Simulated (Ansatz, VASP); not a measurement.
**Two plane-wave programs on CsNiSn**

```
Cs Ni Sn
1.0
     4.35167    0.00000    0.00000
    -2.17584    3.76866    0.00000
     0.00000    0.00000    6.27196
Cs Ni Sn
1 1 1
Direct
  0.66667 0.33333 0.50000
  0.00000 0.00000 0.00000
  0.33333 0.66667 0.00000
```

Change from the starting cell: species swapped into the DyHSe type (P-6m2, No. 187).

Alike in both runs: functional PBE; k mesh 12 × 12 × 8; occupations gaussian, width 0.1 eV; no spin polarisation.

Ansatz relaxed the structure, and its values are those at the end. VASP's run is a single point on that final structure, the one shown.

```csv
,VASP,Ansatz
version,VASP 6.6.1,Ansatz 0.2.0
potentials or method,"VASP PAW PBE potentials, release 64 (Cs_sv, Ni, Sn_d), cutoff 520 eV","scalar-relativistic, plane waves, PAW"
valence electrons in the cell,33,41
```

```tsv
	VASP	Ansatz	Ansatz less VASP
gap on the k mesh at the Fermi level (eV)	none	none	-
pressure (GPa)	0.1	0.0	-0.06
```

A gap of «none» marks a metal or a gap that the smearing closes. The functional is the same, so the differences come from potentials, cutoffs and numerics. VASP's potentials hold 33 valence electrons a cell and Ansatz's 41, so a difference there can come from the potentials and not from the codes.

Spin-orbit coupling is off throughout.
